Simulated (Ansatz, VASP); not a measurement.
Ga: VASP beside Ansatz

File INCAR:

```
PREC = Accurate ; ENCUT = 500
EDIFF = 1E-6 ; ISMEAR = 0
SIGMA = 0.013000000000000001 ; LREAL = False
LASPH = True ; NELM = 120
ALGO = Normal ; ISIF = 2
LWAVE = False ; LCHARG = False
GGA = PE ; NBANDS = 12
GGA_COMPAT = False
```

The input KPOINTS:

```
Automatic mesh
0
Gamma
  10 10 10
```

The input POSCAR:

```
Ga
1.0
    2.7164800000      0.0000000000      0.0000000000
    0.0000000000      2.7164800000      0.0000000000
    0.0000000000      0.0000000000      2.7164800000
Ga
1
Direct
    0.0000000000      0.0000000000      0.0000000000
```

input.yaml

```yaml
crystal:
  lattice:
    - [2.71648, 0.0, 0.0]
    - [0.0, 2.71648, 0.0]
    - [0.0, 0.0, 2.71648]
  atoms:
    - { symbol: Ga, position: [0.0, 0.0, 0.0] }
hamiltonian:
  xc: pbe
  pseudopotentials: { kind: paw }
kpoints:
  mp_grid: { grid: [10, 10, 10] }
scf:
  occupations: { method: gaussian, width: 0.013 }
output:
  forces: true
  stress: true
  eigenvalues: true
```

Alike in both runs: task single point; functional PBE; k mesh 10 × 10 × 10; occupations gaussian, width 0.013 eV; no spin polarisation.

```csv
,VASP,Ansatz
version,VASP 6.6.1,Ansatz 0.2.0
potentials or method,"VASP PAW PBE potentials, release 64 (Ga_d)",Ansatz PAW
plane-wave cutoff (eV),500,420
valence electrons in the cell,13,13
```

VASP gave:

* gap on the k mesh at the Fermi level (eV): none
* pressure (GPa): 0.7

**Question.** What did Ansatz give for the same quantities?

**Answer.** gap on the k mesh at the Fermi level (eV): none; pressure (GPa): 0.6.

A gap of «none» marks a metal or a gap that the smearing closes.
